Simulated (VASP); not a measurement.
# Fe (Im-3m) in VASP: notebook, part 2 of 2

VASP 6.6.1. Earlier steps stand in the parts before.

### Step 3. Relaxation of cell and atoms, RPBE+D4, collinear spin, ferromagnetic start

INCAR reads:

```
SYSTEM = Fe
  PREC = Accurate
  ENCUT = 600
  EDIFF = 1E-6
  ISMEAR = -1
  SIGMA = 0.05
  LREAL = .False.
  LASPH = .True.
  NELM = 150
  ALGO = Normal
  ISIF = 3
  LWAVE = .False.
  LCHARG = .False.
  ISPIN = 2
  MAGMOM = 3
  LORBIT = 11
  LMAXMIX = 4
  GGA = RP
  IVDW = 13
  IBRION = 2
  NSW = 80
  EDIFFG = -0.02
```

KPOINTS reads:

```
Automatic mesh
0
Gamma
  13 13 13
  0 0 0
```

POSCAR reads:

```
Fe
1.0
   -1.4430000000      1.4430000000      1.4430000000
    1.4430000000     -1.4430000000      1.4430000000
    1.4430000000      1.4430000000     -1.4430000000
Fe
1
Direct
    0.0000000000      0.0000000000      0.0000000000
```

Potentials or basis: VASP PAW PBE potentials, release 64 (Fe).

Command:

```
$ cat potpaw_PBE.64/Fe/POTCAR > POTCAR
$ mpirun -np 1 vasp_std > vasp.out
```

OUTCAR:

```text
SYSTEM = Fe
   PREC = Accurate
   ENCUT = 600
   EDIFF = 1E-6
   ISMEAR = -1
   LREAL = .False.
   LASPH = .True.
   NELM = 150
   ISIF = 3
   ISPIN = 2
   LORBIT = 11
   GGA = RP
   IVDW = 13
   IBRION = 2
   NSW = 80
   EDIFFG = -0.02

 ion  position               nearest neighbor table
   1  0.000  0.000  0.000-

  LATTYP: Found a body centered cubic cell.
 ALAT       =     2.8860000000

  Lattice vectors:

 A1 = (  -1.4430000000,   1.4430000000,   1.4430000000)
 A2 = (   1.4430000000,  -1.4430000000,   1.4430000000)
 A3 = (   1.4430000000,   1.4430000000,  -1.4430000000)

Analysis of symmetry for initial positions (statically):
=====================================================================
 Subroutine PRICEL returns:
 Original cell was already a primitive cell.

 Routine SETGRP: Setting up the symmetry group for a
 body centered cubic supercell.

 Subroutine GETGRP returns: Found 48 space group operations
 (whereof 48 operations were pure point group operations)
 out of a pool of 48 trial point group operations.

The static configuration has the point symmetry O_h .

Analysis of symmetry for dynamics (positions and initial velocities):
=====================================================================
 Subroutine PRICEL returns:
 Original cell was already a primitive cell.

 Routine SETGRP: Setting up the symmetry group for a
 body centered cubic supercell.

 Subroutine GETGRP returns: Found 48 space group operations
 (whereof 48 operations were pure point group operations)
 out of a pool of 48 trial point group operations.

The dynamic configuration has the point symmetry O_h .

Analysis of structural, dynamic, and magnetic symmetry:
=====================================================================
 Subroutine PRICEL returns:
 Original cell was already a primitive cell.

 Routine SETGRP: Setting up the symmetry group for a
 body centered cubic supercell.

 Subroutine GETGRP returns: Found 48 space group operations
 (whereof 48 operations were pure point group operations)
 out of a pool of 48 trial point group operations.

The overall configuration has the point symmetry O_h .

 Subroutine INISYM returns: Found 48 space group operations
 (whereof 48 operations are pure point group operations),
 and found     1 'primitive' translations

----------------------------------------------------------------------------------------

                                     Primitive cell

  volume of cell :      12.0187

  direct lattice vectors                    reciprocal lattice vectors
    -1.443000000  1.443000000  1.443000000     0.000000000  0.346500347  0.346500347
     1.443000000 -1.443000000  1.443000000     0.346500347  0.000000000  0.346500347
     1.443000000  1.443000000 -1.443000000     0.346500347  0.346500347  0.000000000

  length of vectors
     2.499349315  2.499349315  2.499349315     0.490025489  0.490025489  0.490025489

  position of ions in fractional coordinates (direct lattice)
     0.000000000  0.000000000  0.000000000

  ion indices of the primitive-cell ions
   primitive index   ion index
                 1           1

----------------------------------------------------------------------------------------

 KPOINTS: Automatic mesh

Automatic generation of k-mesh.
 Grid dimensions read from file:
 generate k-points for:   13   13   13

 Generating k-lattice:

[... 23 lines left out ...]
  0.384615  0.000000  0.000000     12.000000
[... 16 lines left out ...]
  0.153846  0.076923  0.076923     24.000000
  0.230769  0.076923  0.076923     24.000000
 [... further k-points ...]
   k-points           NKPTS =     84   k-points in BZ     NKDIM =     84   number of bands    NBANDS=     10
   number of dos      NEDOS =    301   number of ions     NIONS =      1
   total plane-waves  NPLWV =   8000
   dimension x,y,z NGX =    20 NGY =   20 NGZ =   20
   dimension x,y,z NGXF=    40 NGYF=   40 NGZF=   40
   ions per type =               1
   NGX,Y,Z   is equivalent  to a cutoff of  13.30, 13.30, 13.30 a.u.
   NGXF,Y,Z  is equivalent  to a cutoff of  26.61, 26.61, 26.61 a.u.
 SYSTEM =  Fe
   PREC   = accura    normal or accurate (medium, high low for compatibility)
   ISTART =      0    job   : 0-new  1-cont  2-samecut
   ICHARG =      2    charge: 1-file 2-atom 10-const
   ISPIN  =      2    spin polarized calculation?
   LNONCOLLINEAR =      F non collinear calculations
   LSORBIT =      F    spin-orbit coupling
   LASPH  =      T    aspherical Exc in radial PAW
   ENCUT  =  600.0 eV  44.10 Ry    6.64 a.u.   4.99  4.99  4.99*2*pi/ulx,y,z
   NELM   =    150;   NELMIN=  2; NELMDL= -5     # of ELM steps
   EDIFF  = 0.1E-05   stopping-criterion for ELM
   LREAL  =      F    real-space projection
   EDIFFG = -.2E-01   stopping-criterion for IOM
   NSW    =     80    number of steps for IOM
   IBRION =      2    ionic relax: 0-MD 1-quasi-New 2-CG
   NFREE  =      1    steps in history (QN), initial steepest desc. (CG)
   ISIF   =      3    stress and relaxation
   ISYM   =      2    0-nonsym 1-usesym 2-fastsym
   POTIM  = 0.5000    time-step for ionic-motion
   TEBEG  =    0.0;   TEEND  =   0.0 temperature during run
   PSTRESS=    0.0 pullay stress
   NELECT =       8.0000    total number of electrons
   NUPDOWN=      -1.0000    fix difference up-down
   EMIN   =  10.00;   EMAX   =-10.00  energy-range for DOS
   EFERMI =   0.00;   METHOD = LEGACY
   ISMEAR =    -1;   SIGMA  =   0.05  broadening in eV -4-tet -1-fermi 0-gaus
   EFERMI_NEDOS =   21; number of points for ismear=-14 and -15
   IALGO  =     38    algorithm
   IMIX   =      4    mixing-type and parameters
     AMIX     =   0.40;   BMIX     =  1.00
     AMIX_MAG =   1.60;   BMIX_MAG =  1.00
  volume/ion in A,a.u.               =      12.02        81.11
  Fermi-wavevector in a.u.,A,eV,Ry     =   1.429394  2.701162 27.798962  2.043166
  Thomas-Fermi vector in A             =   2.549352
   LORBIT       =     11    0 simple, 1 ext, 2 COOP (PROOUT), +10 PAW based schemes
   GGA     = RP    functional components
   LHFCALC =     F    Hartree Fock is set to
   AEXX    =    0.0000 exact exchange contribution
   IVDW    =    13    specifies the selected vdW correction
   LEPSILON=     F    determine dielectric tensor
   LRPA    =     F    only Hartree local field effects (RPA)
 conjugate gradient relaxation of ions
 spin polarized calculation
  energy-cutoff  :      600.00
  volume of cell :       12.02
 maximum number of plane-waves:       415
   NGX =  9   NGY =  9   NGZ =  9

--------------------------------------- Ionic step        1  -------------------------------------------

 number of electron       7.9999995 magnetization       2.3393320

 Free energy of the ion-electron system (eV)
  ---------------------------------------------------
  ext. energy  EPLUGINS =         0.00000000
  ---------------------------------------------------
  free energy    TOTEN  =        -7.75509853 eV

  energy without entropy =       -7.74518847  energy(sigma->0) =       -7.75014350

------------------------ aborting loop because EDIFF is reached ----------------------------------------

  DFT-D4 for vdW energy calculation

  Edisp (eV):   -0.64102
[... 69 lines left out ...]
--------------------------------------- Ionic step        3  -------------------------------------------

 number of electron       8.0000005 magnetization       2.1246380

 Free energy of the ion-electron system (eV)
  ---------------------------------------------------
  ext. energy  EPLUGINS =         0.00000000
  ---------------------------------------------------
  free energy    TOTEN  =        -7.74056860 eV

  energy without entropy =       -7.73190802  energy(sigma->0) =       -7.73623831

 E-fermi :   6.2065     XC(G=0): -13.1652

 val. band max:        6.2046803993   @ k =  -0.3846   0.4615   0.3077
 cond. band min:       6.2074039801   @ k =  -0.3846   0.4615   0.1538
 fundamental gap:      0.0027235808
 Fermi energy:         6.2065097463

 spin component 1

 k-point     1 :       0.0000    0.0000    0.0000
  band No.  band energies     occupation
      1      -2.3413      1.00000
      2       3.8549      1.00000
      3       3.8549      1.00000
      4       3.8549      1.00000
      5       5.0796      1.00000
      6       5.0796      1.00000
      7      31.4532      0.00000
      8      31.4532      0.00000
      9      31.4532      0.00000
     10      36.6948      0.00000
[... 287 lines left out ...]
 k-point    24 :       0.2308    0.0769    0.0769
  band No.  band energies     occupation
      1       1.0954      1.00000
      2       2.9959      1.00000
      3       3.4162      1.00000
      4       5.0440      1.00000
      5       5.1930      1.00000
      6       6.3788      0.03088
      7      19.8965      0.00000
      8      23.9346      0.00000
      9      26.0741      0.00000
     10      33.3069      0.00000

 [... further k-points ...]

 spin component 2

 k-point     1 :       0.0000    0.0000    0.0000
  band No.  band energies     occupation
      1      -2.2297      1.00000
      2       5.7257      0.99993
      3       5.7258      0.99993
      4       5.7258      0.99993
      5       7.8856      0.00000
      6       7.8858      0.00000
      7      31.1215      0.00000
      8      31.1215      0.00000
      9      31.1215      0.00000
     10      36.8332      0.00000
[... 331 lines left out ...]
  FREE ENERGIE OF THE ION-ELECTRON SYSTEM (eV)
  ---------------------------------------------------
  free  energy   TOTEN  =        -8.4336886994 eV

  energy  without entropy=       -8.4250281228  energy(sigma->0) =       -8.42935841

 reached required accuracy - stopping structural energy minimisation

 total charge

# of ion       s       p       d       tot
------------------------------------------
    1        0.497   0.563   6.254   7.314

 magnetization (x)

# of ion       s       p       d       tot
------------------------------------------
    1       -0.015  -0.063   2.200   2.121
```

OSZICAR:

```text
N       E                     dE             d eps       ncg     rms          rms(c)
DAV:   1     0.209575567772E+02    0.20958E+02   -0.43835E+03  3512   0.106E+03
DAV:   2    -0.796207427912E+01   -0.28920E+02   -0.26679E+02  3404   0.138E+02
[... 27 lines left out ...]
DAV:   4    -0.774178970410E+01    0.14933E-02   -0.13807E-03  3768   0.600E-01    0.327E-01
DAV:   5    -0.774054619392E+01    0.12435E-02   -0.20208E-03  3552   0.519E-01    0.665E-02
DAV:   6    -0.774056293014E+01   -0.16736E-04   -0.77736E-05  3652   0.112E-01    0.260E-02
DAV:   7    -0.774056608255E+01   -0.31524E-05   -0.48953E-06  3528   0.358E-02    0.160E-02
DAV:   8    -0.774056853803E+01   -0.24555E-05   -0.19818E-06  2602   0.172E-02    0.332E-03
DAV:   9    -0.774056859889E+01   -0.60862E-07   -0.87729E-08  1684   0.411E-03
   3 F= -.84336887E+01 E0= -.84293584E+01  d E =-.375687E-01  mag=     2.1246
```

It took 26 s on 1 thread of Intel Xeon 6975P-C (Granite Rapids), shared host; peak memory 0.15 GiB.

What came out:

| Quantity | Value |
| --- | --- |
| Free energy | -8.4337 eV |
| Relaxed volume | 11.09 Å³/atom |
| Relaxed cell | a = 2.433 Å, b = 2.433 Å, c = 2.433 Å, α = 109.47°, β = 109.47°, γ = 109.47° |
| Space group after relaxing (to 0.05 Å) | Im-3m (No. 229) |
| Energy gained by relaxing | 37.6 meV/atom |
| Ionic steps | 3 |
| Pressure after relaxing | 0.1 GPa |
| Net moment | 2.12 μB per cell |
| Site moments | Fe +2.12 μB |
| Valence electrons inside the program's atomic spheres | Fe 7.31 |
| Dispersion energy per atom | -0.693 eV |

The path:
```csv
step,energy change (eV),largest force (eV/Å),pressure (GPa),volume (Å³)
1,0.0000,0.0000,-11.25,12.02
2,-0.0228,0.0000,10.25,10.61
3,-0.0376,0.0000,0.08,11.09
```

Final structure:
```xyz
1
Lattice="-1.4049 1.4049 1.4049 1.4049 -1.4049 1.4049 1.4049 1.4049 -1.4049" Properties=species:S:1:pos:R:3 pbc="T T T"
Fe    0.0000    0.0000    0.0000
```

Levels at points of the mesh, in eV from the Fermi level:
Spin up:
| k point | band 3 | band 4 | band 5 | band 6 | band 7 | band 8 |
| --- | --- | --- | --- | --- | --- | --- |
| (0.00, 0.00, 0.00) | -2.35 | -2.35 | -1.13 | -1.13 | 25.25 | 25.25 |
Spin down:
```tsv
k point	band 1	band 2	band 3	band 4	band 5	band 6	band 7
(0.00, 0.00, 0.00)	-8.44	-0.48	-0.48	-0.48	1.68	1.68	24.91
```

Caveat: the PAW data sets were made with another functional, which shifts forces and pressure a little; pairwise dispersion overbinds metals, which lowers pressure and volume.

### Step 4. Single point, LDA, collinear spin, ferromagnetic start

This run uses another cell than the first one, of 11.30 Å³/atom, 0.940 times its volume.

INCAR reads:

```
PREC = Accurate
ENCUT = 600
EDIFF = 1E-6
ISMEAR = -1
SIGMA = 0.05
LREAL = F
LASPH = T
NELM = 200
ALGO = Normal
ISIF = 2
LWAVE = F
LCHARG = T
ISPIN = 2
MAGMOM = 3
LORBIT = 11
LMAXMIX = 4
GGA = CA
LELF = T
LVHAR = T
NBANDS = 18
GGA_COMPAT = F
```

KPOINTS reads:

```
Automatic mesh
0
Gamma
  13 13 13
```

POSCAR reads:

```
Fe
1.0
   -1.4135427549      1.4135427549      1.4135427549
    1.4135427549     -1.4135427549      1.4135427549
    1.4135427549      1.4135427549     -1.4135427549
Fe
1
Direct
    0.0000000000      0.0000000000      0.0000000000
```

Potentials or basis: VASP PAW LDA potentials, release 64 (Fe_sv).

Command:

```
$ cat potpaw_LDA.64/Fe_sv/POTCAR > POTCAR
$ mpirun -np 1 vasp_std > vasp.out
```

It took 23 s on 1 thread of AMD EPYC 9R45 (Zen 5), shared host; peak memory 0.11 GiB.

It converged, with:

* Free energy: -9.2541 eV
* Pressure: -21.7 GPa
* Net moment: 2.05 μB per cell
* Site moments: Fe +2.02 μB
* Valence electrons inside the program's atomic spheres: Fe 13.75

Levels at points of the mesh, in eV from the Fermi level:
Spin up:
```csv
k point,band 6,band 7,band 8,band 9,band 10,band 11,band 12,band 13
"(0.00, 0.00, 0.00)",-2.31,-2.31,-2.31,-0.95,-0.95,24.34,24.34,24.34
```
Spin down:
| k point | band 5 | band 6 | band 7 | band 8 | band 9 | band 10 |
| --- | --- | --- | --- | --- | --- | --- |
| (0.00, 0.00, 0.00) | -8.29 | -0.63 | -0.63 | -0.63 | 1.25 | 1.25 |

### Step 5. Single point, LDA, collinear spin, ferromagnetic start

This run uses another cell than the first one, of 11.54 Å³/atom, 0.960 times its volume.

INCAR reads:

```
SYSTEM = Fe
PREC = Accurate
ENCUT = 600
EDIFF = 1E-6
ISMEAR = -1
SIGMA = 0.05
LREAL = .FALSE.
LASPH = .TRUE.
NELM = 200
ALGO = Normal
ISIF = 2
LWAVE = .FALSE.
LCHARG = .FALSE.
ISPIN = 2
MAGMOM = 3
LORBIT = 11
LMAXMIX = 4
NBANDS = 18
GGA_COMPAT = .FALSE.
```

KPOINTS reads:

```
regular mesh
0
G
  13 13 13
  0 0 0
```

POSCAR reads:

```
Fe
1.0
   -1.4234976093      1.4234976093      1.4234976093
    1.4234976093     -1.4234976093      1.4234976093
    1.4234976093      1.4234976093     -1.4234976093
Fe
1
Direct
    0.0000000000      0.0000000000      0.0000000000
```

Command:

```
$ cat potpaw_LDA.64/Fe_sv/POTCAR > POTCAR
$ mpirun -np 1 vasp_std > vasp.out
```

Run time: 19 s. Hardware: 1 thread of Intel Xeon 6975P-C (Granite Rapids), shared host; peak memory 0.14 GiB.

The run converged. Its results:

```
Free energy                                           : -9.2235 eV
Pressure                                              : -24.9 GPa
Net moment                                            : 2.09 μB per cell
Site moments                                          : Fe +2.06 μB
Valence electrons inside the program's atomic spheres : Fe 13.74
```

Levels at points of the mesh, in eV from the Fermi level:
Spin up:
```csv
k point,band 7,band 8,band 9,band 10,band 11,band 12
"(0.00, 0.00, 0.00)",-2.26,-2.26,-0.94,-0.94,24.17,24.17
```
Spin down:
| k point | band 4 | band 5 | band 6 | band 7 | band 8 | band 9 | band 10 | band 11 |
| --- | --- | --- | --- | --- | --- | --- | --- | --- |
| (0.00, 0.00, 0.00) | -51.10 | -8.16 | -0.55 | -0.55 | -0.55 | 1.29 | 1.29 | 24.30 |

### Step 6. Single point, PBEsol, collinear spin, ferromagnetic start

INCAR reads:

```
PREC = Accurate ; ENCUT = 600
EDIFF = 1E-6 ; ISMEAR = -1
SIGMA = 0.05 ; LREAL = False
LASPH = True ; NELM = 200
ALGO = Normal ; ISIF = 2
LWAVE = False ; LCHARG = False
ISPIN = 2 ; MAGMOM = 0.8
LORBIT = 11 ; NUPDOWN = 0.8
LMAXMIX = 4 ; GGA = PS
NBANDS = 18 ; GGA_COMPAT = False
```

KPOINTS reads:

```
Automatic mesh
0
Gamma
  11 11 11
```

POSCAR reads:

```
Fe
1.0
   -1.4430000000      1.4430000000      1.4430000000
    1.4430000000     -1.4430000000      1.4430000000
    1.4430000000      1.4430000000     -1.4430000000
Fe
1
Direct
    0.0000000000      0.0000000000      0.0000000000
```

Potentials or basis: VASP PAW PBE potentials, release 64 (Fe_sv).

Command:

```
$ cat potpaw_PBE.64/Fe_sv/POTCAR > POTCAR
$ mpirun -np 1 vasp_std > vasp.out
```

Run time: 34 s. Hardware: 1 thread of Intel Xeon Platinum 8175M at 2.50GHz (Skylake/Cascade Lake), shared host; peak memory 0.14 GiB.

It converged, with:

| Quantity | Value |
| --- | --- |
| Free energy | -8.5372 eV |
| Pressure | -35.5 GPa |
| Net moment | 0.80 μB per cell |
| Site moments | Fe +0.84 μB |
| Valence electrons inside the program's atomic spheres | Fe 13.70 |

Caveat: the PAW data sets were made with another functional, which shifts forces and pressure a little; the total moment is fixed, so each spin has its own Fermi level.

### Step 7. Overview

```csv
task,level,potentials or basis,fixed moment (μB),cell,k mesh,cutoff (eV),smearing,second run,gap on the mesh (eV),pressure (GPa),moment (μB)
single point,PBE,"VASP PAW PBE potentials, release 64 (Fe)",-,"a = 2.499 Å, angles 109.5°, 1 atom",13 × 13 × 13,520,gaussian 0.012 eV,-,none,-9.2,2.28
relaxation of cell and atoms,RPBE+D4,"VASP PAW PBE potentials, release 64 (Fe)",-,"relaxed from a = 2.499 Å, angles 109.5°, 1 atom",13 × 13 × 13,600,fermi-dirac 0.05 eV,-,none,0.1,2.12
single point,LDA,"VASP PAW LDA potentials, release 64 (Fe_sv)",-,"a = 2.448 Å, angles 109.5°, 1 atom",13 × 13 × 13,600,fermi-dirac 0.05 eV,valence_matched,none,-21.7,2.05
single point,LDA,"VASP PAW LDA potentials, release 64 (Fe_sv)",-,"a = 2.466 Å, angles 109.5°, 1 atom",13 × 13 × 13,600,fermi-dirac 0.05 eV,valence_matched,none,-24.9,2.09
single point,PBEsol,"VASP PAW PBE potentials, release 64 (Fe_sv)",0.8,"a = 2.499 Å, angles 109.5°, 1 atom",11 × 11 × 11,600,fermi-dirac 0.05 eV,valence_matched,-,-35.5,0.80
```

Alike in all rows: spin collinear, ferromagnetic start.

Caveats: the PAW data sets were made with another functional, which shifts forces and pressure a little (some runs); pairwise dispersion overbinds metals, which lowers pressure and volume (some runs); the total moment is fixed, so each spin has its own Fermi level (some runs).

Total energies depend on the potentials used, so only differences within one code and one set of settings carry meaning.
